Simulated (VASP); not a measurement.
Wanted: the native input for a VASP 6.6.1 run.

```yaml
Task: single point
Functional: PBE
Potentials_or_basis: VASP PAW PBE potentials, release 64 (Ag, Cl)
Cutoff: 520 eV
k_mesh: 8 × 8 × 8
Occupations: fermi-dirac, width 0.02 eV
Spin: no spin polarisation
Dipole_correction: no
Further_INCAR_settings: ALGO = Normal; EDIFF = 1e-06; NBANDS = 16
```

The structure of AgCl lies in POSCAR:

```
AgCl
1.0
    3.5439752393      0.0000000000      0.0000000000
    0.0000000000      3.5439752393      0.0000000000
    0.0000000000      0.0000000000      3.3955880419
Ag Cl
1 1
Direct
    0.0000000000      0.0000000000      0.0000000000
    0.5000000000      0.5000000000      0.5000000000
```

This cell differs from its parent crystal: biaxial xy strain +4.4%.

The input as run:

INCAR

```
SYSTEM = AgCl
  PREC = Accurate
  ENCUT = 520
  EDIFF = 1E-6
  ISMEAR = -1
  SIGMA = 0.02
  LREAL = .False.
  LASPH = .True.
  NELM = 60
  ALGO = Normal
  ISIF = 2
  LWAVE = .False.
  LCHARG = .False.
  GGA = PE
  NBANDS = 16
```

KPOINTS

```
Automatic mesh
0
Gamma
  8 8 8
  0 0 0
```

Potentials or basis: VASP PAW PBE potentials, release 64 (Ag, Cl).

Launch:

```console
$ cat potpaw_PBE.64/Ag/POTCAR potpaw_PBE.64/Cl/POTCAR > POTCAR
$ mpirun -np 1 vasp_std > vasp.out
```

It gave:

```json
{
 "Pressure": "-2.3 GPa",
 "Band gap on the k mesh": "0.49 eV (least direct gap 1.64 eV)"
}
```

Caveat: the cell differs from its parent crystal (biaxial xy strain +4.4%).

Run time: 62 s on 1 thread of Intel Xeon 8259CL, with other jobs on the host, peak memory 0.19 GiB.
